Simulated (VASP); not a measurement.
# TiO2 (P4_2/mnm) in VASP: settings compared, part 2 of 2

VASP 6.6.1. Earlier steps stand in the parts before.

## 4. Electric field gradients, r2SCAN

POSCAR reads:

```
TiO2
1.0
    4.5998373239      0.0000000000      0.0000000000
    0.0000000000      4.5998373239      0.0000000000
    0.0000000000      0.0000000000      2.9592135600
Ti O
2 4
Direct
    0.5000000000      0.5000000000      0.0000000000
    0.0000000000      0.0000000000      0.5000000000
    0.6956786800      0.6956786800      0.5000000000
    0.8043213200      0.1956786800      0.0000000000
    0.1956786800      0.8043213200      0.0000000000
    0.3043213200      0.3043213200      0.5000000000
```

INCAR.step1 reads:

```
  PREC = Accurate
  ENCUT = 520
  ISMEAR = -1
  SIGMA = 0.01
  LREAL = False
  LASPH = True
  NELM = 80
  NBANDS = 33
  GGA = PE
  ALGO = Normal
  EDIFF = 1E-4
  LWAVE = True
  LCHARG = False
```

INCAR.step2 reads:

```
  PREC = Accurate
  ENCUT = 520
  EDIFF = 1E-8
  ISMEAR = -1
  SIGMA = 0.01
  LREAL = False
  LASPH = True
  NELM = 80
  ALGO = Normal
  ISIF = 2
  LWAVE = False
  LCHARG = False
  METAGGA = R2SCAN
  LMIXTAU = True
  LEFG = True
  NBANDS = 33
  ISTART = 1
```

KPOINTS reads:

```
regular mesh
0
Gamma
  7 7 11
```

Potentials or basis: VASP PAW PBE potentials, release 64 (Ti_sv, O).

Launch:

```sh
cat potpaw_PBE.64/Ti_sv/POTCAR potpaw_PBE.64/O/POTCAR > POTCAR
cp INCAR.step1 INCAR
mpirun -np 1 vasp_std > vasp.out
cp INCAR.step2 INCAR
mpirun -np 1 vasp_std > vasp.out
```

OUTCAR:

```text
PREC = Accurate
   ENCUT = 520
   EDIFF = 1E-8
   ISMEAR = -1
   LREAL = False
   LASPH = True
   NELM = 80
   ISIF = 2
   METAGGA = R2SCAN
   ISTART = 1

 ion  position               nearest neighbor table
   1  0.500  0.500  0.000-   3 1.95   6 1.95   3 1.95   6 1.95   5 1.98   4 1.98
   2  0.000  0.000  0.500-   4 1.95   5 1.95   4 1.95   5 1.95   3 1.98   6 1.98
   3  0.696  0.696  0.500-   1 1.95   1 1.95   2 1.98
   4  0.804  0.196  0.000-   2 1.95   2 1.95   1 1.98
   5  0.196  0.804  0.000-   2 1.95   2 1.95   1 1.98
   6  0.304  0.304  0.500-   1 1.95   1 1.95   2 1.98

  LATTYP: Found a simple tetragonal cell.
 ALAT       =     4.5998373239
 C/A-ratio  =     0.6433300466

  Lattice vectors:

 A1 = (   4.5998373239,   0.0000000000,   0.0000000000)
 A2 = (   0.0000000000,   4.5998373239,   0.0000000000)
 A3 = (   0.0000000000,   0.0000000000,   2.9592135600)

Analysis of symmetry for initial positions (statically):
=====================================================================
 Subroutine PRICEL returns:
 Original cell was already a primitive cell.

 Routine SETGRP: Setting up the symmetry group for a
 simple tetragonal supercell.

 Subroutine GETGRP returns: Found 16 space group operations
 (whereof  8 operations were pure point group operations)
 out of a pool of 16 trial point group operations.

The static configuration has the point symmetry D_2h.
 The point group associated with its full space group is D_4h.

Analysis of symmetry for dynamics (positions and initial velocities):
=====================================================================
 Subroutine PRICEL returns:
 Original cell was already a primitive cell.

 Routine SETGRP: Setting up the symmetry group for a
 simple tetragonal supercell.

 Subroutine GETGRP returns: Found 16 space group operations
 (whereof  8 operations were pure point group operations)
 out of a pool of 16 trial point group operations.

The dynamic configuration has the point symmetry D_2h.
 The point group associated with its full space group is D_4h.

 Subroutine INISYM returns: Found 16 space group operations
 (whereof  8 operations are pure point group operations),
 and found     1 'primitive' translations

----------------------------------------------------------------------------------------

                                     Primitive cell

  volume of cell :      62.6125

  direct lattice vectors                    reciprocal lattice vectors
     4.599837324  0.000000000  0.000000000     0.217398993  0.000000000  0.000000000
     0.000000000  4.599837324  0.000000000     0.000000000  0.217398993  0.000000000
     0.000000000  0.000000000  2.959213560     0.000000000  0.000000000  0.337927622

  length of vectors
     4.599837324  4.599837324  2.959213560     0.217398993  0.217398993  0.337927622

  position of ions in fractional coordinates (direct lattice)
     0.500000000  0.500000000  0.000000000
     0.000000000  0.000000000  0.500000000
     0.695678680  0.695678680  0.500000000
     0.804321320  0.195678680  0.000000000
[... 102 lines left out ...]
     AMIX     =   0.40;   BMIX     =  1.00
     AMIX_MAG =   1.60;   BMIX_MAG =  1.00
  volume/ion in A,a.u.               =      10.44        70.42
  Fermi-wavevector in a.u.,A,eV,Ry     =   1.498309  2.831394 30.544140  2.244931
  Thomas-Fermi vector in A             =   2.610085
   LORBIT       =      0    0 simple, 1 ext, 2 COOP (PROOUT), +10 PAW based schemes
   METAGGA = R2SCAN    functional components
   LHFCALC =     F    Hartree Fock is set to
   AEXX    =    0.0000 exact exchange contribution
   IVDW    =     0    specifies the selected vdW correction
   LEPSILON=     F    determine dielectric tensor
   LRPA    =     F    only Hartree local field effects (RPA)
 non-spin polarized calculation
  energy-cutoff  :      520.00
  volume of cell :       62.61
 maximum number of plane-waves:      1703
 NGX is ok and might be reduce to    36
   NGX = 17   NGY = 17   NGZ = 11

 number of electron      48.0000021 magnetization

 Free energy of the ion-electron system (eV)
  ---------------------------------------------------
  ext. energy  EPLUGINS =         0.00000000
  ---------------------------------------------------
  free energy    TOTEN  =       -69.79572068 eV

  energy without entropy =      -69.79572068  energy(sigma->0) =      -69.79572068

 E-fermi :   4.7592     XC(G=0): -12.1394

 val. band max:        4.5207249614   @ k =   0.0000   0.0000   0.0000
 cond. band min:       6.7276640952   @ k =   0.0000   0.0000   0.0000
 fundamental gap:      2.2069391338
 Fermi energy:         4.7592038435

 k-point     1 :       0.0000    0.0000    0.0000
  band No.  band energies     occupation
      1     -54.6472      2.00000
      2     -54.6296      2.00000
      3     -29.9098      2.00000
      4     -29.9098      2.00000
      5     -29.7344      2.00000
      6     -29.7344      2.00000
[... 853 lines left out ...]
     32      10.2803      0.00000
     33      11.1132      0.00000

 [... further k-points ...]
[... 5 lines left out ...]
  --------------------------------------------------------------------------------------
  -------------------------------------------------------------------------------------
  Total        0.0953815      0.0953815      0.1409952      0.0000000      0.0000000      0.0000000
  in kB        2.4406948      2.4406948      3.6078943      0.0000000      0.0000000      0.0000000
  external PRESSURE =       2.8297613 kB  Pullay stress =       0.0000000 kB

 VOLUME and BASIS-vectors are now :
 -----------------------------------------------------------------------------
  energy-cutoff  :      520.00
  volume of cell :       62.61
      direct lattice vectors                 reciprocal lattice vectors
     4.599837324  0.000000000  0.000000000     0.217398993  0.000000000  0.000000000
     0.000000000  4.599837324  0.000000000     0.000000000  0.217398993  0.000000000
     0.000000000  0.000000000  2.959213560     0.000000000  0.000000000  0.337927622

 POSITION                                       TOTAL-FORCE (eV/Angst)
 -----------------------------------------------------------------------------------
      2.29992      2.29992      0.00000         0.000000      0.000000      0.000000
      0.00000      0.00000      1.47961         0.000000      0.000000      0.000000
      3.20001      3.20001      1.47961        -0.017053     -0.017053      0.000000
      3.69975      0.90009      0.00000         0.017053     -0.017053      0.000000
      0.90009      3.69975      0.00000        -0.017053      0.017053      0.000000
      1.39983      1.39983      1.47961         0.017053      0.017053     -0.000000
 -----------------------------------------------------------------------------------
    total drift:                                0.000000      0.000000      0.000000

  FREE ENERGIE OF THE ION-ELECTRON SYSTEM (eV)
  ---------------------------------------------------
  free  energy   TOTEN  =       -69.7957206812 eV

  energy  without entropy=      -69.7957206812  energy(sigma->0) =      -69.79572068

 Electric field gradients (V/A^2)
---------------------------------------------------------------------
 ion       V_xx      V_yy      V_zz      V_xy      V_xz      V_yz
---------------------------------------------------------------------
   1      10.542    10.542   -21.085    -2.304     0.000     0.000
   2      10.542    10.542   -21.085     2.304     0.000    -0.000
   3      -0.712    -0.712     1.423    25.074    -0.000    -0.000
   4      -0.712    -0.712     1.423   -25.074     0.000    -0.000
   5      -0.712    -0.712     1.423   -25.074    -0.000     0.000
   6      -0.712    -0.712     1.423    25.074    -0.000    -0.000
---------------------------------------------------------------------

 Electric field gradients after diagonalization (V/A^2)
 (convention: |V_zz| > |V_xx| > |V_yy|)
----------------------------------------------------------------------
 ion       V_xx      V_yy      V_zz     asymmetry (V_yy - V_xx)/ V_zz
----------------------------------------------------------------------
   1      12.846     8.238   -21.085       0.219
   2      12.846     8.238   -21.085       0.219
   3      24.362     1.423   -25.785       0.890
   4      24.362     1.423   -25.785       0.890
   5      24.362     1.423   -25.785       0.890
   6      24.362     1.423   -25.785       0.890
----------------------------------------------------------------------

           NMR quadrupolar parameters

 Cq : quadrupolar parameter    Cq=e*Q*V_zz/h
 eta: asymmetry parameters     (V_yy - V_xx)/ V_zz
 Q  : nuclear electric quadrupole moment in mb (millibarn)
----------------------------------------------------------------------
 ion       Cq(MHz)       eta       Q (mb)
----------------------------------------------------------------------
   1      -0.051       0.219       1.000
   2      -0.051       0.219       1.000
   3      -0.062       0.890       1.000
   4      -0.062       0.890       1.000
   5      -0.062       0.890       1.000
   6      -0.062       0.890       1.000
----------------------------------------------------------------------
```

Wall time 14 min (1 thread of AMD EPYC 7R43 (Zen 3), shared host); peak memory 0.21 GiB.

What came out:

```yaml
Free_energy: -69.7957 eV
Pressure: 0.3 GPa
Largest_force: 0.024 eV/Å
Band_gap_on_the_k_mesh: 2.21 eV, direct
```

Forces in eV/Å, atoms in the order of the input:
```
Ti   0.000  0.000  0.000
Ti   0.000  0.000  0.000
O   -0.017 -0.017  0.000
O    0.017 -0.017  0.000
O   -0.017  0.017  0.000
O    0.017  0.017  0.000
```

Electric field gradients, principal values (V/Å²):
```
atom  least  middle  greatest (by size)
1 Ti  8.238  12.846             -21.085
2 Ti  8.238  12.846             -21.085
 3 O  1.423  24.362             -25.785
 4 O  1.423  24.362             -25.785
 5 O  1.423  24.362             -25.785
 6 O  1.423  24.362             -25.785
```

Caveat: without QUAD_EFG the Cq values of the log hold for a quadrupole moment of 1 mb, not for the nuclei; the PAW data sets were made with another functional, which shifts forces and pressure a little. r2SCAN opens gaps a little over a GGA but as a rule still falls short of measured ones.
